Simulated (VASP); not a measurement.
LaAgS2: single point with PBE

LaAgS2:

```
Ag S La
1.0
     4.13107    0.00000    0.00000
     0.00000    4.13107    0.00000
     0.00000    0.00000    5.61352
Ag S La
1 2 1
Cartesian
  0.0000 0.0000 0.0000
  0.0000 0.0000 2.8068
  2.0655 2.0655 0.0000
  2.0655 2.0655 2.8068
```

```
Program                : VASP 6.6.1
Task                   : single point
Functional             : PBE
Potentials or basis    : VASP PAW PBE potentials, release 64 (Ag, S, La)
Cutoff                 : 520 eV
k mesh                 : 6 × 6 × 4
Occupations            : fermi-dirac, width 0.02 eV
Spin                   : no spin polarisation
Dipole correction      : no
Further INCAR settings : ALGO = Normal; EDIFF = 1e-07; NBANDS = 25
```

```json
{"Pressure": "-0.1 GPa", "Band gap on the k mesh": "zero (band 17 reaches 6.26 eV, above the bottom of band 18 at 6.02 eV)"}
```

Levels at points of the mesh, in eV from the Fermi level:
```
           k point  band 14  band 15  band 16  band 17  band 18  band 19  band 20  band 21
(0.00, 0.00, 0.00)    -2.44    -1.52    -1.52    -1.34    -0.16     0.76     2.23     2.42
(0.50, 0.00, 0.00)    -3.05    -2.36    -1.15    -0.01     2.01     2.25     2.32     2.37
(0.50, 0.50, 0.00)    -2.86    -2.15    -2.15    -1.31     1.16     1.30     1.30     2.25
(0.00, 0.00, 0.50)    -2.01    -2.00    -1.92    -1.92    -0.19     2.22     2.42     2.42
(0.50, 0.00, 0.50)    -2.74    -2.38    -0.22     0.05     1.87     2.00     2.11     2.23
(0.50, 0.50, 0.50)    -2.84    -2.12    -2.12    -1.95     2.25     2.25     2.38     2.38
```

It took 34 s on 1 thread of Intel(R) Xeon(R) 6975P-C (Granite Rapids), with other jobs on the host, peak memory 0.25 GiB.

Caveat: spin-orbit coupling is left out, which moves the levels of the heavy elements.
